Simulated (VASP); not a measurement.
# FeI3 (Pm-3m) in VASP: single point with PBE

Aim: the single point of FeI3 with PBE.

Everything below comes from runs of VASP 6.6.1. Logs are shortened: lines on timing, memory, paths and dates and some standing lists are left out, and cuts for length are marked.

**1. The cell of the first run**

It takes space group Pm-3m (No. 221, cubic). The conventional cell has a = 5.596 Å, b = 5.596 Å, c = 5.596 Å, α = 90.00°, β = 90.00°, γ = 90.00°. Fe (site symmetry m-3m) has 6 I at 2.80 Å within 3.7 Å. Within 3.7 Å of I (site symmetry 4/mmm) lie 2 Fe at 2.80 Å.

**2. Single point, PBE, collinear spin, antiferromagnetic start (43.82 Å³/atom)**

Input file INCAR:

```
ALGO = Normal
EDIFF = 1E-6
ENCUT = 520
GGA = PE
ISIF = 2
ISMEAR = 0
ISPIN = 2
LASPH = True
LCHARG = False
LMAXMIX = 4
LORBIT = 11
LREAL = False
LWAVE = False
MAGMOM = 3.74 -3.74 0 0 0 0 0 0
NBANDS = 43
NELM = 150
PREC = Accurate
SIGMA = 0.05
```

Input file KPOINTS:

```
k-points
0
Gamma
  6 6 3
```

Input file POSCAR:

```
FeI3
1.0
    5.5964116115      0.0000000000      5.5964116115
    0.0000000000      5.5964116115      5.5964116115
    0.0000000000      0.0000000000     11.1928232230
Fe I
2 6
Direct
    0.0000000000      0.0000000000      0.0000000000
    0.0000000000      0.0000000000      0.5000000000
    0.5000000000      0.0000000000      0.7500000000
    0.0000000000      0.0000000000      0.2500000000
    0.0000000000      0.5000000000      0.7500000000
    0.5000000000      0.0000000000      0.2500000000
    0.0000000000      0.0000000000      0.7500000000
    0.0000000000      0.5000000000      0.2500000000
```

Potentials or basis: VASP PAW PBE potentials, release 64 (Fe, I).

Command:

```bash
$ cat potpaw_PBE.64/Fe/POTCAR potpaw_PBE.64/I/POTCAR > POTCAR
$ mpirun -np 1 vasp_std > vasp.out
```

OUTCAR:

```text
EDIFF = 1E-6
   ENCUT = 520
   GGA = PE
   ISIF = 2
   ISMEAR = 0
   ISPIN = 2
   LASPH = True
   LORBIT = 11
   LREAL = False
   NELM = 150
   PREC = Accurate

 ion  position               nearest neighbor table
   1  0.000  0.000  0.000-   3 2.80   4 2.80   5 2.80   7 2.80   8 2.80   6 2.80
   2  0.000  0.000  0.500-   4 2.80   6 2.80   7 2.80   8 2.80   5 2.80   3 2.80
   3  0.500  0.000  0.750-   2 2.80   1 2.80
   4  0.000  0.000  0.250-   1 2.80   2 2.80
   5  0.000  0.500  0.750-   2 2.80   1 2.80
   6  0.500  0.000  0.250-   1 2.80   2 2.80
   7  0.000  0.000  0.750-   1 2.80   2 2.80
   8  0.000  0.500  0.250-   1 2.80   2 2.80

  LATTYP: Found a face centered cubic cell.
 ALAT       =    11.1928232230

  Lattice vectors:

 A1 = (   5.5964116115,  -5.5964116115,   0.0000000000)
 A2 = (   5.5964116115,   0.0000000000,   5.5964116115)
 A3 = (   0.0000000000,  -5.5964116115,   5.5964116115)

Analysis of symmetry for initial positions (statically):
=====================================================================
 Subroutine PRICEL returns following result:

  LATTYP: Found a simple cubic cell.
 ALAT       =     5.5964116115
[... 12 lines left out ...]
 Subroutine GETGRP returns: Found 48 space group operations
 (whereof 48 operations were pure point group operations)
 out of a pool of 48 trial point group operations.

The static configuration has the point symmetry O_h .

Analysis of symmetry for dynamics (positions and initial velocities):
=====================================================================
 Subroutine PRICEL returns following result:

  LATTYP: Found a simple cubic cell.
 ALAT       =     5.5964116115
[... 12 lines left out ...]
 Subroutine GETGRP returns: Found 48 space group operations
 (whereof 48 operations were pure point group operations)
 out of a pool of 48 trial point group operations.

The dynamic configuration has the point symmetry O_h .

Analysis of structural, dynamic, and magnetic symmetry:
=====================================================================
 Subroutine PRICEL returns following result:

  LATTYP: Found a simple cubic cell.
 ALAT       =     5.5964116115
[... 12 lines left out ...]
 Subroutine GETGRP returns: Found 48 space group operations
 (whereof 48 operations were pure point group operations)
 out of a pool of 48 trial point group operations.

The overall configuration has the point symmetry O_h .

 Subroutine INISYM returns: Found 48 space group operations
 (whereof 48 operations are pure point group operations),
 and found     2 'primitive' translations

----------------------------------------------------------------------------------------

                                     Primitive cell

  volume of cell :     175.2786

  direct lattice vectors                    reciprocal lattice vectors
     0.000000000 -5.596411611  0.000000000     0.000000000 -0.178685928  0.000000000
     5.596411611  0.000000000  0.000000000     0.178685928  0.000000000  0.000000000
     0.000000000  0.000000000  5.596411611     0.000000000  0.000000000  0.178685928

  length of vectors
     5.596411611  5.596411611  5.596411611     0.178685928  0.178685928  0.178685928

  position of ions in fractional coordinates (direct lattice)
     0.000000000  0.000000000  0.000000000
     0.000000000  0.500000000  1.000000000
     0.000000000  0.000000000  0.500000000
     0.500000000  0.000000000  1.000000000

  ion indices of the primitive-cell ions
   primitive index   ion index
                 1           1
                 2           3
                 3           4
                 4           5

----------------------------------------------------------------------------------------

 KPOINTS: k-points

Automatic generation of k-mesh.
[... 30 lines left out ...]
  0.333333  0.333333  0.000000     12.000000
  0.000000  0.000000  0.333333      8.000000
  0.500000  0.000000  0.333333     24.000000
   k-points           NKPTS =     10   k-points in BZ     NKDIM =     10   number of bands    NBANDS=     43
   number of dos      NEDOS =    301   number of ions     NIONS =      8
   total plane-waves  NPLWV = 302400
   dimension x,y,z NGX =    60 NGY =   60 NGZ =   84
   dimension x,y,z NGXF=   120 NGYF=  120 NGZF=  168
   ions per type =               2   6
   NGX,Y,Z   is equivalent  to a cutoff of  12.60, 12.60, 12.48 a.u.
   NGXF,Y,Z  is equivalent  to a cutoff of  25.21, 25.21, 24.95 a.u.
 SYSTEM =  unknown system
   PREC   = accura    normal or accurate (medium, high low for compatibility)
   ISTART =      0    job   : 0-new  1-cont  2-samecut
   ICHARG =      2    charge: 1-file 2-atom 10-const
   ISPIN  =      2    spin polarized calculation?
   LNONCOLLINEAR =      F non collinear calculations
   LSORBIT =      F    spin-orbit coupling
   LASPH  =      T    aspherical Exc in radial PAW
   ENCUT  =  520.0 eV  38.22 Ry    6.18 a.u.  14.72 14.72 20.81*2*pi/ulx,y,z
   NELM   =    150;   NELMIN=  2; NELMDL= -5     # of ELM steps
   EDIFF  = 0.1E-05   stopping-criterion for ELM
   LREAL  =      F    real-space projection
   EDIFFG = 0.1E-04   stopping-criterion for IOM
   NSW    =      0    number of steps for IOM
   IBRION =     -1    ionic relax: 0-MD 1-quasi-New 2-CG
   NFREE  =      0    steps in history (QN), initial steepest desc. (CG)
   ISIF   =      2    stress and relaxation
   ISYM   =      2    0-nonsym 1-usesym 2-fastsym
   POTIM  = 0.5000    time-step for ionic-motion
   TEBEG  =    0.0;   TEEND  =   0.0 temperature during run
   PSTRESS=    0.0 pullay stress
   NELECT =      58.0000    total number of electrons
   NUPDOWN=      -1.0000    fix difference up-down
   EMIN   =  10.00;   EMAX   =-10.00  energy-range for DOS
   EFERMI =   0.00;   METHOD = LEGACY
   ISMEAR =     0;   SIGMA  =   0.05  broadening in eV -4-tet -1-fermi 0-gaus
   EFERMI_NEDOS =   21; number of points for ismear=-14 and -15
   IALGO  =     38    algorithm
   IMIX   =      4    mixing-type and parameters
     AMIX     =   0.40;   BMIX     =  1.00
     AMIX_MAG =   1.60;   BMIX_MAG =  1.00
  volume/ion in A,a.u.               =      43.82       295.71
  Fermi-wavevector in a.u.,A,eV,Ry     =   0.898734  1.698361 10.989736  0.807723
  Thomas-Fermi vector in A             =   2.021480
   LORBIT       =     11    0 simple, 1 ext, 2 COOP (PROOUT), +10 PAW based schemes
   GGA     = PE    functional components
   LHFCALC =     F    Hartree Fock is set to
   AEXX    =    0.0000 exact exchange contribution
   IVDW    =     0    specifies the selected vdW correction
   LEPSILON=     F    determine dielectric tensor
   LRPA    =     F    only Hartree local field effects (RPA)
 spin polarized calculation
 Gauss-broadening in eV      SIGMA  =   0.05
  energy-cutoff  :      520.00
  volume of cell :      350.56
 maximum number of plane-waves:      9459
 NGX is ok and might be reduce to    60
   NGX = 29   NGY = 29   NGZ = 41

 number of electron      57.9999995 magnetization      -0.0000000

 number of electron      57.9999995 magnetization       0.0000000

 Free energy of the ion-electron system (eV)
  ---------------------------------------------------
  ext. energy  EPLUGINS =         0.00000000
  ---------------------------------------------------
  free energy    TOTEN  =       -25.07959105 eV

  energy without entropy =      -25.06898413  energy(sigma->0) =      -25.07428759

 E-fermi :   1.1156     XC(G=0):  -7.2962

 val. band max:        1.1153870805   @ k =   0.0000   0.0000   0.0000
 cond. band min:       1.1391308371   @ k =   0.5000   0.0000   0.0000
 fundamental gap:      0.0237437566
 Fermi energy:         1.1155816255

 spin component 1

 k-point     1 :       0.0000    0.0000    0.0000
  band No.  band energies     occupation
      1     -11.4688      1.00000
      2     -10.7328      1.00000
      3     -10.7328      1.00000
      4     -10.7328      1.00000
      5     -10.4683      1.00000
      6     -10.4683      1.00000
[... 429 lines left out ...]
     40       7.7552      0.00000
     41       7.7698      0.00000
 Fermi energy:         1.1155816255

 spin component 2

 k-point     1 :       0.0000    0.0000    0.0000
  band No.  band energies     occupation
      1     -11.4688      1.00000
      2     -10.7328      1.00000
      3     -10.7328      1.00000
      4     -10.7328      1.00000
      5     -10.4683      1.00000
      6     -10.4683      1.00000
[... 429 lines left out ...]
     40       7.7552      0.00000
     41       7.7698      0.00000
 [bands above 41 left out]

------------------------ aborting loop because EDIFF is reached ----------------------------------------

  FORCE on cell =-STRESS in cart. coord.  units (eV):
  Direction    XX          YY          ZZ          XY          YZ          ZX
  --------------------------------------------------------------------------------------
  -------------------------------------------------------------------------------------
  Total       -2.0216169     -2.0216169     -2.0216169      0.0000000      0.0000000      0.0000000
  in kB       -9.2395431     -9.2395431     -9.2395431      0.0000000      0.0000000      0.0000000
  external PRESSURE =      -9.2395431 kB  Pullay stress =       0.0000000 kB

 VOLUME and BASIS-vectors are now :
 -----------------------------------------------------------------------------
  energy-cutoff  :      520.00
  volume of cell :      350.56
      direct lattice vectors                 reciprocal lattice vectors
     5.596411611  0.000000000  5.596411611     0.178685928  0.000000000  0.000000000
     0.000000000  5.596411611  5.596411611     0.000000000  0.178685928  0.000000000
     0.000000000  0.000000000 11.192823223    -0.089342964 -0.089342964  0.089342964

 POSITION                                       TOTAL-FORCE (eV/Angst)
 -----------------------------------------------------------------------------------
      0.00000      0.00000      0.00000         0.000000     -0.000000     -0.000000
      0.00000      0.00000      5.59641         0.000000     -0.000000      0.000000
      2.79821      0.00000     11.19282         0.000000      0.000000      0.000000
      0.00000      0.00000      2.79821        -0.000000     -0.000000      0.000000
      0.00000      2.79821     11.19282        -0.000000     -0.000000     -0.000000
      2.79821      0.00000      5.59641         0.000000      0.000000     -0.000000
      0.00000      0.00000      8.39462         0.000000      0.000000     -0.000000
      0.00000      2.79821      5.59641         0.000000     -0.000000     -0.000000
 -----------------------------------------------------------------------------------
    total drift:                                0.000000     -0.000000      0.000000

  FREE ENERGIE OF THE ION-ELECTRON SYSTEM (eV)
  ---------------------------------------------------
  free  energy   TOTEN  =       -25.0795910458 eV

  energy  without entropy=      -25.0689841316  energy(sigma->0) =      -25.07428759

 total charge

# of ion       s       p       d       tot
------------------------------------------
    1        0.302   0.270   5.998   6.570
    2        0.302   0.270   5.998   6.570
    3        1.516   2.732   0.016   4.264
    4        1.516   2.732   0.016   4.264
    5        1.516   2.732   0.016   4.264
    6        1.516   2.732   0.016   4.264
    7        1.516   2.732   0.016   4.264
    8        1.516   2.732   0.016   4.264
--------------------------------------------------
tot          9.700  16.931  12.094  38.725

 magnetization (x)

# of ion       s       p       d       tot
------------------------------------------
    1        0.012   0.001   3.351   3.364
    2       -0.012  -0.001  -3.351  -3.364
    3        0.000   0.000   0.000   0.000
    4        0.000   0.000   0.000   0.000
    5        0.000   0.000   0.000   0.000
    6        0.000   0.000   0.000   0.000
    7        0.000   0.000   0.000   0.000
    8        0.000   0.000   0.000   0.000
--------------------------------------------------
tot          0.000   0.000   0.000   0.000
```

Wall time 8.9 min (1 thread of Intel Xeon Platinum 8488C (Sapphire Rapids), shared host); peak memory 0.98 GiB.

What came out:

| Quantity | Value |
| --- | --- |
| Free energy | -25.0796 eV |
| Pressure | -0.9 GPa |
| Band gap on the k mesh | zero (filled and empty bands overlap) |
| Net moment | 0.00 μB per cell |
| Site moments | Fe +3.36, -3.36; I +0.00 μB |
| Valence electrons inside the program's atomic spheres | Fe 6.57; I 4.26 |

Caveat: spin-orbit coupling is left out, which moves the levels of the heavy elements; semilocal functionals often make such compounds metallic where correlation or magnetic order opens a gap, which also shifts bond lengths.

The gap in the log of VASP goes by the Fermi energy; the results here count the filled bands.